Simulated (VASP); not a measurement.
A run of VASP 6.6.1 is set up as follows.

Contents of INCAR:

```
SYSTEM = Pt
PREC     = Accurate       ! precision mode
ENCUT    = 520            ! plane-wave cutoff, eV
EDIFF    = 1E-7           ! SCF threshold, eV
ISMEAR   = 0              ! smearing method
SIGMA    = 0.1            ! smearing width, eV
LREAL    = .False.        ! projectors in reciprocal space
LASPH    = .True.         ! aspherical terms in the spheres
NELM     = 150            ! most SCF steps
ALGO     = Normal         ! electronic algorithm
ISIF     = 2              ! what is computed and relaxed
LWAVE    = .False.        ! write WAVECAR
LCHARG   = .False.        ! write CHGCAR
MAGMOM   = 0 0 0          ! initial moments
LORBIT   = 11             ! projections on sites
LSORBIT  = .True.         ! spin-orbit coupling
GGA_COMPAT= .False.      
LORBMOM  = .True.       
LMAXMIX  = 4              ! l up to which the mixer works
GGA      = PS             ! functional
NBANDS   = 21             ! bands
```

Contents of KPOINTS:

```
Automatic mesh
0
Gamma
  18 18 18
  0 0 0
```

POSCAR

```
Pt
1.0
    0.0000000000      1.9590400304      1.9590400304
    1.9590400304      0.0000000000      1.9590400304
    1.9590400304      1.9590400304      0.0000000000
Pt
1
Direct
    0.0000000000      0.0000000000      0.0000000000
```

Potentials or basis: VASP PAW PBE potentials, release 64 (Pt).

The run is started by

```bash
$ cat potpaw_PBE.64/Pt/POTCAR > POTCAR
$ mpirun -np 1 vasp_ncl > vasp.out
```

Q: Predict the net moment.

A: 0.00 μB per cell.

Q: Estimate the pressure.

A: 0.4 GPa.

Moments on the atoms (μB; x, y, z):
```
Pt  0.00 0.00 0.00
```

Caveat: the PAW data sets were made with another functional, which shifts forces and pressure a little.
